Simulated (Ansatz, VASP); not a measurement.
**Re2P3: VASP beside Ansatz**

```
Re P
1.0
     2.94014    0.00000    0.00000
    -1.47007    2.54624    0.00000
     0.00000    0.00000    9.46224
Re P
2 3
Cartesian
  0.0000 1.6975 7.5774
  1.4701 0.8487 1.8848
  1.4701 0.8487 5.8990
  0.0000 0.0000 0.0000
  0.0000 1.6975 3.5633
```

Alike in both runs: functional PBE; dispersion D3(BJ); k mesh 12 × 12 × 4; occupations gaussian, width 0.1 eV; no spin polarisation.

Ansatz relaxed the structure, and its values are those at the end. VASP's run is a single point on that final structure, the one shown.

|  | VASP | Ansatz |
| --- | --- | --- |
| version | VASP 6.6.1 | Ansatz 0.2.0 |
| potentials or method | VASP PAW PBE potentials, release 64 (Re_sv_GW, P), cutoff 560 eV | scalar-relativistic, plane waves, PAW |
| valence electrons in the cell | 45 | 45 |

```csv
,VASP,Ansatz,Ansatz less VASP
gap on the k mesh at the Fermi level (eV),none,none,-
pressure (GPa),-0.8,0.0,+0.76
rms of the force components (eV/Å),0.012,0.001,-0.0116
```

A gap of «none» marks a metal or a gap that the smearing closes.

Neither program's run includes spin-orbit coupling.
